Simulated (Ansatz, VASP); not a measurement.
Ti: VASP beside Ansatz

POSCAR

```
Ti
1.0
    3.0721000000      0.0000000000      0.0000000000
   -1.5360500000      2.6605166430      0.0000000000
    0.0000000000      0.0000000000      4.2673000000
Ti
2
Direct
    0.3333333333      0.6666666667      0.2500000000
    0.6666666667      0.3333333333      0.7500000000
```

File INCAR.step1:

```
SYSTEM = Ti
ALGO     = Normal         ! electronic algorithm
EDIFF    = 1E-4           ! SCF threshold, eV
ENCUT    = 520            ! plane-wave cutoff, eV
GGA      = PE             ! functional
ISMEAR   = 1              ! smearing method
LASPH    = .TRUE.         ! aspherical terms in the spheres
LCHARG   = .FALSE.        ! write CHGCAR
LREAL    = .FALSE.        ! projectors in reciprocal space
LWAVE    = .TRUE.         ! write WAVECAR
NBANDS   = 19             ! bands
NELM     = 60             ! most SCF steps
PREC     = Accurate       ! precision mode
SIGMA    = 0.05           ! smearing width, eV
```

The input INCAR.step2:

```
SYSTEM = Ti
ALGO     = Normal         ! electronic algorithm
EDIFF    = 1E-6           ! SCF threshold, eV
ENCUT    = 520            ! plane-wave cutoff, eV
ISIF     = 2              ! what is computed and relaxed
ISMEAR   = 1              ! smearing method
ISTART   = 1            
LASPH    = .TRUE.         ! aspherical terms in the spheres
LCHARG   = .FALSE.        ! write CHGCAR
LMIXTAU  = .TRUE.       
LREAL    = .FALSE.        ! projectors in reciprocal space
LWAVE    = .FALSE.        ! write WAVECAR
METAGGA  = R2SCAN         ! meta-GGA
NBANDS   = 19             ! bands
NELM     = 60             ! most SCF steps
PREC     = Accurate       ! precision mode
SIGMA    = 0.05           ! smearing width, eV
```

File KPOINTS:

```
k-points
0
G
  18 18 10
  0 0 0
```

Input for Ansatz:

```yaml
crystal:
  lattice:
    - [3.0721, 0.0, 0.0]
    - [-1.53605, 2.660516643, 0.0]
    - [0.0, 0.0, 4.2673]
  atoms:
    - { symbol: Ti, position: [0.3333333333, 0.6666666667, 0.25] }
    - { symbol: Ti, position: [0.6666666667, 0.3333333333, 0.75] }
basis:
  ecutwfc: 520.0
kpoints:
  mp_grid: { grid: [18, 18, 10] }
hamiltonian:
  xc: r2scan
scf:
  occupations: { method: cold, width: 0.05 }
output:
  forces: true
  stress: true
  eigenvalues: true
```

Alike in both runs: task single point; functional r2SCAN; k mesh 18 × 18 × 10; no spin polarisation.

```csv
,VASP,Ansatz
version,VASP 6.6.1,Ansatz 0.2.0
potentials or method,"VASP PAW PBE potentials, release 64 (Ti_sv), cutoff 520 eV","scalar-relativistic, plane waves, PAW"
occupations,"methfessel-paxton of order 1, width 0.05 eV","cold, width 0.05 eV"
valence electrons in the cell,24,24
```

|  | VASP | Ansatz | Ansatz less VASP |
| --- | --- | --- | --- |
| gap on the k mesh at the Fermi level (eV) | none | none | - |
| pressure (GPa) | -0.3 | -0.7 | -0.37 |
| traceless stress, the component that is largest in VASP (GPa) | 8.88 | 8.82 | -0.052 |

VASP's potentials were made for PBE, not for r2SCAN. A gap of «none» marks a metal or a gap that the smearing closes.
